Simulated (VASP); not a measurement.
# K3NaTe2 (R-3m) in VASP: single point with PBE

Aim: the single point of K3NaTe2 with PBE.

Everything below comes from runs of VASP 6.6.1. Logs are shortened: lines on timing, memory, paths and dates and some standing lists are left out, and cuts for length are marked.

### Step 1. The cell of the first run

Symmetry: R-3m, No. 166, trigonal system. The conventional cell has a = 10.833 Å, b = 10.833 Å, c = 12.029 Å, α = 90.00°, β = 90.00°, γ = 120.00°. K (site symmetry 2/m) has 2 Te at 3.31 Å within 4.4 Å. Within 3.8 Å of Na (site symmetry -3m) lie 2 Te at 2.92 Å. Within 3.8 Å of Te (site symmetry 3m) lie 1 Na at 2.92 Å and 3 K at 3.31 Å.

### Step 2. Single point, PBE

Input file INCAR:

```
SYSTEM = K3NaTe2
PREC     = Accurate       ! precision mode
ENCUT    = 500            ! plane-wave cutoff, eV
EDIFF    = 1E-6           ! SCF threshold, eV
ISMEAR   = 0              ! smearing method
SIGMA    = 0.02           ! smearing width, eV
LREAL    = .FALSE.        ! projectors in reciprocal space
LASPH    = .TRUE.         ! aspherical terms in the spheres
NELM     = 120            ! most SCF steps
ALGO     = Normal         ! electronic algorithm
ISIF     = 2              ! what is computed and relaxed
LWAVE    = .FALSE.        ! write WAVECAR
LCHARG   = .FALSE.        ! write CHGCAR
GGA      = PE             ! functional
NBANDS   = 32             ! bands
GGA_COMPAT= .FALSE.
```

Input file KPOINTS:

```
regular mesh
0
G
  6 6 6
  0 0 0
```

Input file POSCAR:

```
K3NaTe2
1.0
    5.4164476245      3.1271874941      4.0098037749
   -5.4164476245      3.1271874941      4.0098037749
    0.0000000000     -6.2543749881      4.0098037749
K Na Te
3 1 2
Direct
    0.0000000000      0.5000000000      0.0000000000
    0.5000000000      0.0000000000      0.0000000000
    0.0000000000      0.0000000000      0.5000000000
    0.5000000000      0.5000000000      0.5000000000
    0.7429783232      0.7429783232      0.7429783232
    0.2570216768      0.2570216768      0.2570216768
```

Potentials or basis: VASP PAW PBE potentials, release 64 (K_sv, Na_pv, Te).

Command:

```console
cat potpaw_PBE.64/K_sv/POTCAR potpaw_PBE.64/Na_pv/POTCAR potpaw_PBE.64/Te/POTCAR > POTCAR
mpirun -np 1 vasp_std > vasp.out
```

OUTCAR:

```text
SYSTEM = K3NaTe2
   PREC = Accurate
   ENCUT = 500
   EDIFF = 1E-6
   ISMEAR = 0
   LREAL = .FALSE.
   LASPH = .TRUE.
   NELM = 120
   ISIF = 2
   GGA = PE

 ion  position               nearest neighbor table
   1  0.000  0.500  0.000-   5 3.31   6 3.31
   2  0.500  0.000  0.000-   5 3.31   6 3.31
   3  0.000  0.000  0.500-   5 3.31   6 3.31
   4  0.500  0.500  0.500-   5 2.92   6 2.92
   5  0.743  0.743  0.743-   4 2.92   2 3.31   1 3.31   3 3.31
   6  0.257  0.257  0.257-   4 2.92   2 3.31   1 3.31   3 3.31

  LATTYP: Found a trigonal (rhomboedric) cell.
 ALAT       =     7.4293830703
 COS(alpha) =    -0.0630497460

  Lattice vectors:

 A1 = (   5.4164476245,   3.1271874941,   4.0098037749)
 A2 = (  -5.4164476245,   3.1271874941,   4.0098037749)
 A3 = (   0.0000000000,  -6.2543749881,   4.0098037749)

Analysis of symmetry for initial positions (statically):
=====================================================================
 Subroutine PRICEL returns:
 Original cell was already a primitive cell.

 Routine SETGRP: Setting up the symmetry group for a
 trigonal (rhombohedral) supercell.

 Subroutine GETGRP returns: Found 12 space group operations
 (whereof 12 operations were pure point group operations)
 out of a pool of 12 trial point group operations.

The static configuration has the point symmetry D_3d.

Analysis of symmetry for dynamics (positions and initial velocities):
=====================================================================
 Subroutine PRICEL returns:
 Original cell was already a primitive cell.

 Routine SETGRP: Setting up the symmetry group for a
 trigonal (rhombohedral) supercell.

 Subroutine GETGRP returns: Found 12 space group operations
 (whereof 12 operations were pure point group operations)
 out of a pool of 12 trial point group operations.

The dynamic configuration has the point symmetry D_3d.

 Subroutine INISYM returns: Found 12 space group operations
 (whereof 12 operations are pure point group operations),
 and found     1 'primitive' translations

----------------------------------------------------------------------------------------

                                     Primitive cell

  volume of cell :     407.5143

[... 94 lines left out ...]
   ENCUT  =  500.0 eV  36.75 Ry    6.06 a.u.  13.55 13.55 13.55*2*pi/ulx,y,z
   NELM   =    120;   NELMIN=  2; NELMDL= -5     # of ELM steps
   EDIFF  = 0.1E-05   stopping-criterion for ELM
   LREAL  =      F    real-space projection
   EDIFFG = 0.1E-04   stopping-criterion for IOM
   NSW    =      0    number of steps for IOM
   IBRION =     -1    ionic relax: 0-MD 1-quasi-New 2-CG
   NFREE  =      0    steps in history (QN), initial steepest desc. (CG)
   ISIF   =      2    stress and relaxation
   ISYM   =      2    0-nonsym 1-usesym 2-fastsym
   POTIM  = 0.5000    time-step for ionic-motion
   TEBEG  =    0.0;   TEEND  =   0.0 temperature during run
   PSTRESS=    0.0 pullay stress
   NELECT =      46.0000    total number of electrons
   NUPDOWN=      -1.0000    fix difference up-down
   EMIN   =  10.00;   EMAX   =-10.00  energy-range for DOS
   EFERMI =   0.00;   METHOD = LEGACY
   ISMEAR =     0;   SIGMA  =   0.02  broadening in eV -4-tet -1-fermi 0-gaus
   EFERMI_NEDOS =   21; number of points for ismear=-14 and -15
   IALGO  =     38    algorithm
   IMIX   =      4    mixing-type and parameters
     AMIX     =   0.40;   BMIX     =  1.00
     AMIX_MAG =   1.60;   BMIX_MAG =  1.00
  volume/ion in A,a.u.               =      67.92       458.34
  Fermi-wavevector in a.u.,A,eV,Ry     =   0.791188  1.495129  8.516959  0.625979
  Thomas-Fermi vector in A             =   1.896679
   LORBIT       =      0    0 simple, 1 ext, 2 COOP (PROOUT), +10 PAW based schemes
   GGA     = PE    functional components
   LHFCALC =     F    Hartree Fock is set to
   AEXX    =    0.0000 exact exchange contribution
   IVDW    =     0    specifies the selected vdW correction
   LEPSILON=     F    determine dielectric tensor
   LRPA    =     F    only Hartree local field effects (RPA)
 non-spin polarized calculation
 Gauss-broadening in eV      SIGMA  =   0.02
  energy-cutoff  :      500.00
  volume of cell :      407.51
 maximum number of plane-waves:     10380
   NGX = 27   NGY = 27   NGZ = 27

 number of electron      46.0000004 magnetization

 Free energy of the ion-electron system (eV)
  ---------------------------------------------------
  ext. energy  EPLUGINS =         0.00000000
  ---------------------------------------------------
  free energy    TOTEN  =       -14.96266020 eV

  energy without entropy =      -14.96266020  energy(sigma->0) =      -14.96266020

 E-fermi :  -1.0159     XC(G=0):  -5.2580

 val. band max:       -1.1089483253   @ k =   0.0000   0.0000   0.0000
 cond. band min:       0.1238988771   @ k =   0.0000   0.0000   0.0000
 fundamental gap:      1.2328472024
 Fermi energy:        -1.0158940365

 k-point     1 :       0.0000    0.0000    0.0000
  band No.  band energies     occupation
      1     -31.5503      2.00000
      2     -31.5493      2.00000
      3     -31.5493      2.00000
      4     -24.6391      2.00000
      5     -24.6391      2.00000
      6     -24.5280      2.00000
[... 829 lines left out ...]
     31       3.7549      0.00000
     32       4.0811      0.00000

 [... further k-points ...]

------------------------ aborting loop because EDIFF is reached ----------------------------------------

  FORCE on cell =-STRESS in cart. coord.  units (eV):
  Direction    XX          YY          ZZ          XY          YZ          ZX
  --------------------------------------------------------------------------------------
  -------------------------------------------------------------------------------------
  Total       -0.0028542     -0.0028542      0.0022157     -0.0000000      0.0000000      0.0000000
  in kB       -0.0112217     -0.0112217      0.0087113     -0.0000000      0.0000000      0.0000000
  external PRESSURE =      -0.0045774 kB  Pullay stress =       0.0000000 kB

 VOLUME and BASIS-vectors are now :
 -----------------------------------------------------------------------------
  energy-cutoff  :      500.00
  volume of cell :      407.51
      direct lattice vectors                 reciprocal lattice vectors
     5.416447624  3.127187494  4.009803775     0.092311425  0.053296026  0.083129587
    -5.416447624  3.127187494  4.009803775    -0.092311425  0.053296026  0.083129587
     0.000000000 -6.254374988  4.009803775     0.000000000 -0.106592052  0.083129587

 POSITION                                       TOTAL-FORCE (eV/Angst)
 -----------------------------------------------------------------------------------
     -2.70822      1.56359      2.00490         0.000000      0.000000      0.000000
      2.70822      1.56359      2.00490         0.000000     -0.000000      0.000000
      0.00000     -3.12719      2.00490        -0.000000      0.000000      0.000000
      0.00000      0.00000      6.01471        -0.000000      0.000000      0.000000
      0.00000      0.00000      8.93759        -0.000000     -0.000000     -0.002031
      0.00000      0.00000      3.09182        -0.000000      0.000000      0.002031
 -----------------------------------------------------------------------------------
    total drift:                                0.000000     -0.000000     -0.000000

  FREE ENERGIE OF THE ION-ELECTRON SYSTEM (eV)
  ---------------------------------------------------
  free  energy   TOTEN  =       -14.9626602027 eV

  energy  without entropy=      -14.9626602027  energy(sigma->0) =      -14.96266020
```

OSZICAR:

```text
N       E                     dE             d eps       ncg     rms          rms(c)
DAV:   1     0.316868417243E+03    0.31687E+03   -0.18428E+04  2296   0.110E+03
DAV:   2     0.151275533151E+02   -0.30174E+03   -0.28823E+03  2248   0.287E+02
DAV:   3    -0.161995186096E+02   -0.31327E+02   -0.30926E+02  3072   0.815E+01
DAV:   4    -0.174778298706E+02   -0.12783E+01   -0.12753E+01  3056   0.172E+01
DAV:   5    -0.175447920928E+02   -0.66962E-01   -0.66956E-01  3392   0.280E+00    0.673E+00
DAV:   6    -0.153570941619E+02    0.21877E+01   -0.28883E+00  2192   0.407E+00    0.497E+00
DAV:   7    -0.148702233620E+02    0.48687E+00   -0.21627E+00  2472   0.346E+00    0.263E+00
DAV:   8    -0.149568131163E+02   -0.86590E-01   -0.43976E-01  2568   0.190E+00    0.519E-01
DAV:   9    -0.149447670669E+02    0.12046E-01   -0.58357E-02  2552   0.623E-01    0.372E-01
DAV:  10    -0.149512091222E+02   -0.64421E-02   -0.16133E-02  2952   0.310E-01    0.194E-01
DAV:  11    -0.149619936120E+02   -0.10784E-01   -0.14534E-02  2152   0.398E-01    0.510E-02
DAV:  12    -0.149623983881E+02   -0.40478E-03   -0.12716E-03  2968   0.960E-02    0.427E-02
DAV:  13    -0.149626094409E+02   -0.21105E-03   -0.24631E-04  2712   0.514E-02    0.329E-02
DAV:  14    -0.149626564047E+02   -0.46964E-04   -0.68930E-05  2496   0.289E-02    0.132E-02
DAV:  15    -0.149626590292E+02   -0.26245E-05   -0.12052E-05  2496   0.101E-02    0.472E-03
DAV:  16    -0.149626600302E+02   -0.10010E-05   -0.13198E-06  2040   0.361E-03    0.103E-03
DAV:  17    -0.149626602027E+02   -0.17251E-06   -0.12580E-07  1832   0.148E-03
   1 F= -.14962660E+02 E0= -.14962660E+02  d E =-.481883E-13
```

Wall time 9.8 min (1 thread of Intel Xeon 8259CL, shared host); peak memory 0.64 GiB.

What came out:

```yaml
Free_energy: -14.9627 eV
Pressure: 0.0 GPa
Band_gap_on_the_k_mesh: 1.23 eV
```

Forces in eV/Å, atoms in the order of the input:
```
K    0.000  0.000  0.000
K    0.000  0.000  0.000
K    0.000  0.000  0.000
Na   0.000  0.000  0.000
Te   0.000  0.000 -0.002
Te   0.000  0.000  0.002
```

Caveat: spin-orbit coupling is left out, which moves the levels of the heavy elements.
